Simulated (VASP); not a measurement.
SrTiO3: single point with LDA

Crystal: SrTiO3.

```
Sr Ti O
1.0
     3.85420    0.00000    0.00000
     0.00000    3.85420    0.00000
     0.00000    0.00000    3.85420
Sr Ti O
1 1 3
Direct
  0.50000 0.50000 0.50000
  0.00000 0.00000 0.00000
  0.50000 0.00000 0.00000
  0.00000 0.50000 0.00000
  0.00000 0.00000 0.50000
```

```yaml
Program: VASP 6.6.1
Task: single point
Functional: LDA
Potentials_or_basis: VASP PAW LDA potentials, release 64 (Sr_sv, Ti_sv, O)
Cutoff: 520 eV
k_mesh: 6 × 6 × 6
Occupations: gaussian, width 0.01 eV
Spin: no spin polarisation
```

```
Pressure               : 1.1 GPa
Band gap on the k mesh : 1.81 eV, indirect (least direct gap 2.15 eV)
```

Levels at points of the mesh, in eV from the valence-band top:
| k point | band 17 | band 18 | band 19 | band 20 | band 21 | band 22 | band 23 | band 24 |
| --- | --- | --- | --- | --- | --- | --- | --- | --- |
| (0.00, 0.00, 0.00) | -1.26 | -0.33 | -0.33 | -0.33 | 1.81 | 1.81 | 1.81 | 4.60 |
| (0.50, 0.00, 0.00) | -2.50 | -2.17 | -0.73 | -0.73 | 2.01 | 3.94 | 3.94 | 4.65 |
| (0.50, 0.50, 0.00) | -1.70 | -1.62 | -1.62 | -0.10 | 3.95 | 3.95 | 4.41 | 5.68 |
| (0.50, 0.50, 0.50) | -3.89 | 0.00 | 0.00 | 0.00 | 4.68 | 4.68 | 4.68 | 7.00 |

Wall time 55 s on 1 thread of Intel Xeon 8259CL, on a shared host, peak memory 0.17 GiB.

A k mesh can miss the band edges. LDA gaps usually lie below the measured ones, often by a third to a half.
